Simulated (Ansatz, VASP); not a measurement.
NbIn2S3 in VASP and in Ansatz

Contents of INCAR:

```
ALGO     = Normal         # electronic algorithm
EDIFF    = 1E-6           # SCF threshold, eV
ENCUT    = 500            # plane-wave cutoff, eV
GGA      = PE             # functional
GGA_COMPAT= F            
ISIF     = 2              # what is computed and relaxed
ISMEAR   = 0              # smearing method
LASPH    = T              # aspherical terms in the spheres
LCHARG   = F              # write CHGCAR
LREAL    = F              # projectors in reciprocal space
LWAVE    = F              # write WAVECAR
NBANDS   = 38             # bands
NELM     = 120            # most SCF steps
PREC     = Accurate       # precision mode
SIGMA    = 0.1            # smearing width, eV
```

The input KPOINTS:

```
k-points
0
Gamma
  3 3 4
```

POSCAR

```
NbIn2S3
1.0
    6.0273828200      0.0000000000      0.0000000000
   -3.0136914100      5.2198666400      0.0000000000
    0.0000000000      0.0000000000      4.4517141100
Nb In S
1 2 3
Direct
    0.0000000000      0.0000000000      0.1926302600
    0.6666666700      0.3333333300      0.4961477200
    0.3333333300      0.6666666700      0.4961477200
    0.0000000000      0.5000000000      0.9950230700
    0.5000000000      0.0000000000      0.9950230700
    0.5000000000      0.5000000000      0.9950230700
```

Input for Ansatz:

```yaml
crystal:
  lattice:
    - [6.02738282, 0.0, 0.0]
    - [-3.01369141, 5.21986664, 0.0]
    - [0.0, 0.0, 4.45171411]
  atoms:
    - { symbol: Nb, position: [0.0, 0.0, 0.19263026] }
    - { symbol: In, position: [0.66666667, 0.33333333, 0.49614772] }
    - { symbol: In, position: [0.33333333, 0.66666667, 0.49614772] }
    - { symbol: S, position: [0.0, 0.5, 0.99502307] }
    - { symbol: S, position: [0.5, 0.0, 0.99502307] }
    - { symbol: S, position: [0.5, 0.5, 0.99502307] }
basis:
  ecutwfc: 420
kpoints:
  mp_grid: { grid: [3, 3, 4] }
hamiltonian:
  xc: pbe
scf:
  occupations: { method: gaussian, width: 0.1 }
  lower_state_search: "off"
output:
  forces: true
  stress: true
  eigenvalues: true
```

Change from the starting cell: species swapped into the NaSn2Pd3 type (P6mm, No. 183).

Alike in both runs: task single point; functional PBE; k mesh 3 × 3 × 4; occupations gaussian, width 0.1 eV; no spin polarisation.

|  | VASP | Ansatz |
| --- | --- | --- |
| version | VASP 6.6.1 | Ansatz 0.2.0 |
| potentials or method | VASP PAW PBE potentials, release 64 (Nb_sv, In_d, S), cutoff 500 eV | scalar-relativistic, plane waves, PAW |
| valence electrons in the cell | 57 | 57 |

|  | VASP | Ansatz | Ansatz less VASP |
| --- | --- | --- | --- |
| gap on the k mesh at the Fermi level (eV) | none | none | - |
| pressure (GPa) | -3.5 | -3.4 | +0.06 |
| traceless stress, the component that is largest in VASP (GPa) | 2.46 | 2.46 | 0.000 |
| rms of the force components (eV/Å) | 0.350 | 0.350 | +0.0001 |

Atom by atom the forces differ by 0.001 eV/Å (rms over components). A gap of «none» marks a metal or a gap that the smearing closes. With one functional, cell and mesh, what is left measures potentials, basis and numerics.

The k mesh is coarse, so the values compare programs but aren't converged.
